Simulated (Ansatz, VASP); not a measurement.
Two plane-wave programs on GaO

```
Ga O
1.0
     2.75013    0.00000    0.00000
     0.00000    2.75013    0.00000
     0.00000    0.00000    3.37108
Ga O
1 1
Direct
  0.50000 0.50000 0.50000
  0.00000 0.00000 0.00000
```

Change from the starting cell: species swapped into the ZnPt type (P4/mmm, No. 123).

Alike in both runs: task relaxation of cell and atoms; functional PBE; k mesh 6 × 6 × 6; occupations gaussian, width 0.1 eV; no spin polarisation.

|  | VASP | Ansatz |
| --- | --- | --- |
| version | VASP 6.6.1 | Ansatz 0.2.0 |
| potentials or method | VASP PAW PBE potentials, release 64 (Ga_d, O), cutoff 600 eV | scalar-relativistic, plane waves, PAW |
| valence electrons in the cell | 19 | 19 |

VASP gave:

```
gap on the k mesh at the Fermi level, each at its own relaxed structure (eV) : none
relaxed volume (Å³/atom)                                                     : 11.41
relaxed cell length with the largest relative difference (Å)                 : 2.845
```

Question: What did Ansatz give for the same quantities?

Answer: gap on the k mesh at the Fermi level, each at its own relaxed structure (eV): none; relaxed volume (Å³/atom): 11.37; relaxed cell length with the largest relative difference (Å): 2.836.

A gap of «none» marks a metal or a gap that the smearing closes.

The k mesh is coarse, so the values compare programs but aren't converged.
